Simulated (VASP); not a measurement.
# InSe (C2/m) in VASP: single point with r2SCAN

Aim: the single point of InSe with r2SCAN.

Everything below comes from runs of VASP 6.6.1. Logs are shortened: lines on timing, memory, paths and dates and some standing lists are left out, and cuts for length are marked.

### Step 1. The cell of the first run

It takes space group C2/m (No. 12, monoclinic). The conventional cell has a = 11.759 Å, b = 4.110 Å, c = 4.698 Å, α = 90.00°, β = 110.33°, γ = 90.00°. Within 3.5 Å of In (site symmetry m) lie 3 Se at 2.68 to 2.69 Å and 1 In at 2.79 Å. Se (site symmetry m) has 5 In at 2.68 to 3.70 Å and 3 Se at 3.47 to 3.61 Å within 3.7 Å.

### Step 2. Single point, r2SCAN

File POSCAR:

```
InSe
1.0
    5.8791298252     -2.0549041859      0.0681377044
    5.8791298252      2.0549041859      0.0681377044
   -1.6833233377      0.0000000000      4.3858890713
In Se
2 2
Direct
    0.1131987520      0.1131987520      0.9651310456
    0.8868012480      0.8868012480      0.0348689544
    0.3425800513      0.3425800513      0.3509438167
    0.6574199487      0.6574199487      0.6490561833
```

File INCAR.step1:

```
ALGO = Normal ; EDIFF = 1E-5
ENCUT = 550 ; GGA = PE
GGA_COMPAT = F ; ISMEAR = 0
LASPH = T ; LCHARG = F
LREAL = F ; LWAVE = T
NBANDS = 27 ; NELM = 120
PREC = Accurate ; SIGMA = 0.01
```

File INCAR.step2:

```
ALGO = Normal ; EDIFF = 1E-6
ENCUT = 550 ; GGA_COMPAT = F
ISIF = 2 ; ISMEAR = 0
ISTART = 1 ; LASPH = T
LCHARG = T ; LELF = T
LMIXTAU = T ; LREAL = F
LVHAR = T ; LWAVE = F
METAGGA = R2SCAN ; NBANDS = 27
NELM = 120 ; PREC = Accurate
SIGMA = 0.01
```

File KPOINTS:

```
k-points
0
Gamma
  4 4 4
```

Potentials or basis: VASP PAW PBE potentials, release 64 (In_d, Se).

On the command line:

```sh
> cat potpaw_PBE.64/In_d/POTCAR potpaw_PBE.64/Se/POTCAR > POTCAR
> cp INCAR.step1 INCAR
> mpirun -np 1 vasp_std > vasp.out
> cp INCAR.step2 INCAR
> mpirun -np 1 vasp_std > vasp.out
```

OUTCAR:

```text
EDIFF = 1E-6
   ENCUT = 550
   ISIF = 2
   ISMEAR = 0
   ISTART = 1
   LASPH = T
   LREAL = F
   METAGGA = R2SCAN
   NELM = 120
   PREC = Accurate

 ion  position               nearest neighbor table
   1  0.113  0.113  0.965-   3 2.68   4 2.69   4 2.69   2 2.79   2 3.73   2 3.73
   2  0.887  0.887  0.035-   4 2.68   3 2.69   3 2.69   1 2.79   1 3.73   1 3.73
   3  0.343  0.343  0.351-   1 2.68   2 2.69   2 2.69
   4  0.657  0.657  0.649-   2 2.68   1 2.69   1 2.69

  LATTYP: Found a base centered monoclinic cell.
 ALAT       =    11.7590493235
 B/A-ratio  =     0.3495017547
 C/A-ratio  =     0.3995075792
 COS(beta)  =    -0.3474758643

  Lattice vectors:

 A1 = (   5.8791298252,  -2.0549041859,   0.0681377044)
 A2 = (   5.8791298252,   2.0549041859,   0.0681377044)
 A3 = (  -1.6833233377,   0.0000000000,   4.3858890713)

Analysis of symmetry for initial positions (statically):
=====================================================================
 Subroutine PRICEL returns:
 Original cell was already a primitive cell.

 Routine SETGRP: Setting up the symmetry group for a
 base centered monoclinic supercell.

 Subroutine GETGRP returns: Found  4 space group operations
 (whereof  4 operations were pure point group operations)
 out of a pool of  4 trial point group operations.

The static configuration has the point symmetry C_2h.

Analysis of symmetry for dynamics (positions and initial velocities):
=====================================================================
 Subroutine PRICEL returns:
 Original cell was already a primitive cell.

 Routine SETGRP: Setting up the symmetry group for a
 base centered monoclinic supercell.

 Subroutine GETGRP returns: Found  4 space group operations
 (whereof  4 operations were pure point group operations)
 out of a pool of  4 trial point group operations.

The dynamic configuration has the point symmetry C_2h.

 Subroutine INISYM returns: Found  4 space group operations
 (whereof  4 operations are pure point group operations),
 and found     1 'primitive' translations

----------------------------------------------------------------------------------------

                                     Primitive cell

  volume of cell :     106.4437

  direct lattice vectors                    reciprocal lattice vectors
     5.879129825 -2.054904186  0.068137704     0.084669971 -0.243320347  0.032496704
     5.879129825  2.054904186  0.068137704     0.084669971  0.243320347  0.032496704
    -1.683323338  0.000000000  4.385889071    -0.002630809  0.000000000  0.226994227

  length of vectors
     6.228277568  6.228277568  4.697829329     0.259672546  0.259672546  0.227009471

  position of ions in fractional coordinates (direct lattice)
     0.113198752  0.113198752  0.965131046
     0.886801248  0.886801248  0.034868954
     0.342580051  0.342580051  0.350943817
     0.657419949  0.657419949  0.649056183

  ion indices of the primitive-cell ions
   primitive index   ion index
                 1           1
                 2           2
                 3           3
                 4           4

----------------------------------------------------------------------------------------

 KPOINTS: k-points

Automatic generation of k-mesh.
 Grid dimensions read from file:
 generate k-points for:    4    4    4

 Generating k-lattice:

  Cartesian coordinates                     Fractional coordinates (reciprocal lattice)
     0.021167493 -0.060830087  0.008124176     0.250000000  0.000000000  0.000000000
     0.021167493  0.060830087  0.008124176     0.000000000  0.250000000  0.000000000
    -0.000657702  0.000000000  0.056748557     0.000000000  0.000000000  0.250000000

  Length of vectors
     0.064918136  0.064918136  0.056752368

  Shift w.r.t. Gamma in fractional coordinates (k-lattice)
     0.000000000  0.000000000  0.000000000

 Subroutine IBZKPT returns following result:
 ===========================================

 Found     24 irreducible k-points:

 Following reciprocal coordinates:
            Coordinates               Weight
  0.000000  0.000000  0.000000      1.000000
  0.250000  0.000000 -0.000000      4.000000
  0.500000  0.000000 -0.000000      2.000000
  0.250000  0.250000 -0.000000      2.000000
  0.500000  0.250000 -0.000000      4.000000
 -0.250000  0.250000  0.000000      2.000000
[... 16 lines left out ...]
 -0.250000  0.250000  0.500000      2.000000
  0.500000  0.500000  0.500000      1.000000
   k-points           NKPTS =     24   k-points in BZ     NKDIM =     24   number of bands    NBANDS=     27
   number of dos      NEDOS =    301   number of ions     NIONS =      4
   total plane-waves  NPLWV =  82944
   dimension x,y,z NGX =    48 NGY =   48 NGZ =   36
   dimension x,y,z NGXF=    96 NGYF=   96 NGZF=   72
   ions per type =               2   2
   NGX,Y,Z   is equivalent  to a cutoff of  12.81, 12.81, 12.74 a.u.
   NGXF,Y,Z  is equivalent  to a cutoff of  25.62, 25.62, 25.48 a.u.
 SYSTEM =  unknown system
   PREC   = accura    normal or accurate (medium, high low for compatibility)
   ISTART =      1    job   : 0-new  1-cont  2-samecut
   ICHARG =      0    charge: 1-file 2-atom 10-const
   ISPIN  =      1    spin polarized calculation?
   LNONCOLLINEAR =      F non collinear calculations
   LSORBIT =      F    spin-orbit coupling
   LASPH  =      T    aspherical Exc in radial PAW
   ENCUT  =  550.0 eV  40.42 Ry    6.36 a.u.  11.91 11.91  8.98*2*pi/ulx,y,z
   NELM   =    120;   NELMIN=  2; NELMDL=  0     # of ELM steps
   EDIFF  = 0.1E-05   stopping-criterion for ELM
   LREAL  =      F    real-space projection
   EDIFFG = 0.1E-04   stopping-criterion for IOM
   NSW    =      0    number of steps for IOM
   IBRION =     -1    ionic relax: 0-MD 1-quasi-New 2-CG
   NFREE  =      0    steps in history (QN), initial steepest desc. (CG)
   ISIF   =      2    stress and relaxation
   ISYM   =      2    0-nonsym 1-usesym 2-fastsym
   POTIM  = 0.5000    time-step for ionic-motion
   TEBEG  =    0.0;   TEEND  =   0.0 temperature during run
   PSTRESS=    0.0 pullay stress
   NELECT =      38.0000    total number of electrons
   NUPDOWN=      -1.0000    fix difference up-down
   EMIN   =  10.00;   EMAX   =-10.00  energy-range for DOS
   EFERMI =   0.00;   METHOD = LEGACY
   ISMEAR =     0;   SIGMA  =   0.01  broadening in eV -4-tet -1-fermi 0-gaus
   EFERMI_NEDOS =   21; number of points for ismear=-14 and -15
   IALGO  =     38    algorithm
   IMIX   =      4    mixing-type and parameters
     AMIX     =   0.40;   BMIX     =  1.00
     AMIX_MAG =   1.60;   BMIX_MAG =  1.00
  volume/ion in A,a.u.               =      26.61       179.58
  Fermi-wavevector in a.u.,A,eV,Ry     =   1.161349  2.194631 18.350607  1.348732
  Thomas-Fermi vector in A             =   2.297922
   LORBIT       =      0    0 simple, 1 ext, 2 COOP (PROOUT), +10 PAW based schemes
   METAGGA = R2SCAN    functional components
   LHFCALC =     F    Hartree Fock is set to
   AEXX    =    0.0000 exact exchange contribution
   IVDW    =     0    specifies the selected vdW correction
   LEPSILON=     F    determine dielectric tensor
   LRPA    =     F    only Hartree local field effects (RPA)
 non-spin polarized calculation
 Gauss-broadening in eV      SIGMA  =   0.01
  energy-cutoff  :      550.00
  volume of cell :      106.44
 maximum number of plane-waves:      3133
   NGX = 23   NGY = 23   NGZ = 17

 number of electron      38.0000004 magnetization

 Free energy of the ion-electron system (eV)
  ---------------------------------------------------
  ext. energy  EPLUGINS =         0.00000000
  ---------------------------------------------------
  free energy    TOTEN  =       -76.33411100 eV

  energy without entropy =      -76.33411100  energy(sigma->0) =      -76.33411100

 E-fermi :   4.3723     XC(G=0):  -9.9913

 val. band max:        4.2631566971   @ k =  -0.2500  -0.2500   0.2500
 cond. band min:       5.8246103503   @ k =   0.0000   0.0000   0.5000
 fundamental gap:      1.5614536532
 Fermi energy:         4.3723424483

 k-point     1 :       0.0000    0.0000    0.0000
  band No.  band energies     occupation
      1     -10.6546      2.00000
      2     -10.5298      2.00000
      3     -10.3181      2.00000
      4     -10.2924      2.00000
      5     -10.2555      2.00000
      6     -10.2492      2.00000
[... 19 lines left out ...]
     26      11.9295      0.00000
     27      13.7048      0.00000

 k-point     2 :       0.2500    0.0000   -0.0000
  band No.  band energies     occupation
      1     -10.6402      2.00000
      2     -10.5293      2.00000
      3     -10.4538      2.00000
      4     -10.3030      2.00000
      5     -10.2611      2.00000
      6     -10.2283      2.00000
[... 19 lines left out ...]
     26      12.0534      0.00000
     27      13.1425      0.00000

 k-point     3 :       0.5000    0.0000   -0.0000
  band No.  band energies     occupation
      1     -10.6411      2.00000
      2     -10.5747      2.00000
      3     -10.4537      2.00000
      4     -10.3498      2.00000
      5     -10.2531      2.00000
      6     -10.2432      2.00000
[... 19 lines left out ...]
     26      12.1530      0.00000
     27      13.8097      0.00000

 k-point     4 :       0.2500    0.2500   -0.0000
  band No.  band energies     occupation
      1     -10.6502      2.00000
      2     -10.4982      2.00000
      3     -10.3513      2.00000
      4     -10.2965      2.00000
      5     -10.2680      2.00000
      6     -10.2563      2.00000
[... 19 lines left out ...]
     26      11.8786      0.00000
     27      13.3584      0.00000
[... 516 lines left out ...]
      4     -10.3519      2.00000
      5     -10.2929      2.00000
      6     -10.2210      2.00000
[... 19 lines left out ...]
     26      11.6888      0.00000
     27      13.1335      0.00000

 k-point    23 :      -0.2500    0.2500    0.5000
  band No.  band energies     occupation
      1     -10.6561      2.00000
      2     -10.6527      2.00000
      3     -10.4839      2.00000
      4     -10.3331      2.00000
      5     -10.2593      2.00000
      6     -10.2168      2.00000
[... 19 lines left out ...]
     26      12.9176      0.00000
     27      13.4021      0.00000

 k-point    24 :       0.5000    0.5000    0.5000
  band No.  band energies     occupation
      1     -10.6438      2.00000
      2     -10.4417      2.00000
      3     -10.3860      2.00000
      4     -10.3604      2.00000
      5     -10.2929      2.00000
      6     -10.2553      2.00000
[... 19 lines left out ...]
     26      12.2503      0.00000
     27      12.9069      0.00000

------------------------ aborting loop because EDIFF is reached ----------------------------------------

  FORCE on cell =-STRESS in cart. coord.  units (eV):
  Direction    XX          YY          ZZ          XY          YZ          ZX
  --------------------------------------------------------------------------------------
  -------------------------------------------------------------------------------------
  Total        0.5234172      0.7633343      0.5580548      0.0000000      0.0000000     -0.0241783
  in kB        7.8784137     11.4896169      8.3997744      0.0000000      0.0000000     -0.3639290
  external PRESSURE =       9.2559350 kB  Pullay stress =       0.0000000 kB

 VOLUME and BASIS-vectors are now :
 -----------------------------------------------------------------------------
  energy-cutoff  :      550.00
  volume of cell :      106.44
      direct lattice vectors                 reciprocal lattice vectors
     5.879129825 -2.054904186  0.068137704     0.084669971 -0.243320347  0.032496704
     5.879129825  2.054904186  0.068137704     0.084669971  0.243320347  0.032496704
    -1.683323338  0.000000000  4.385889071    -0.002630809  0.000000000  0.226994227

 POSITION                                       TOTAL-FORCE (eV/Angst)
 -----------------------------------------------------------------------------------
     -0.29361      0.00000      4.24838         0.010333      0.000000      0.001590
     10.36854      0.00000      0.27378        -0.010333      0.000000     -0.001590
      3.43739      0.00000      1.58589         0.000168      0.000000     -0.004502
      6.63754      0.00000      2.93628        -0.000168      0.000000      0.004502
 -----------------------------------------------------------------------------------
    total drift:                                0.000000      0.000000      0.000000

  FREE ENERGIE OF THE ION-ELECTRON SYSTEM (eV)
  ---------------------------------------------------
  free  energy   TOTEN  =       -76.3341109963 eV

  energy  without entropy=      -76.3341109963  energy(sigma->0) =      -76.33411100
```

It took 9.1 min on 1 thread of AMD EPYC 7R13, shared host; peak memory 0.34 GiB.

What came out:

- Free energy: -76.3341 eV
- Pressure: 0.9 GPa
- Largest force: 0.010 eV/Å
- Band gap on the k mesh: 1.56 eV (least direct gap 1.61 eV)

Forces in eV/Å, atoms in the order of the input:
```
In   0.010  0.000  0.002
In  -0.010  0.000 -0.002
Se   0.000  0.000 -0.005
Se   0.000  0.000  0.005
```

Levels at points of the mesh, in eV from the valence-band top:
```tsv
k point	band 16	band 17	band 18	band 19	band 20	band 21	band 22	band 23
(0.00, 0.00, 0.00)	-2.33	-2.11	-1.50	-1.21	3.21	3.84	4.51	5.53
(0.50, 0.00, 0.00)	-1.98	-1.58	-1.25	-1.10	2.21	3.01	3.99	4.21
(0.50, 0.50, 0.00)	-2.28	-1.03	-0.67	-0.07	1.75	3.29	3.50	4.86
(0.00, 0.00, 0.50)	-1.71	-1.42	-1.06	-0.05	1.56	2.83	4.15	4.20
(0.50, 0.00, 0.50)	-3.08	-2.29	-2.21	-1.50	2.74	3.75	4.62	5.26
(0.50, 0.50, 0.50)	-1.52	-1.35	-0.85	-0.24	2.68	3.69	3.76	4.82
```

Caveat: the PAW data sets were made with another functional, which shifts forces and pressure a little; spin-orbit coupling is left out, which moves the levels of the heavy elements. A k mesh can miss the band edges.
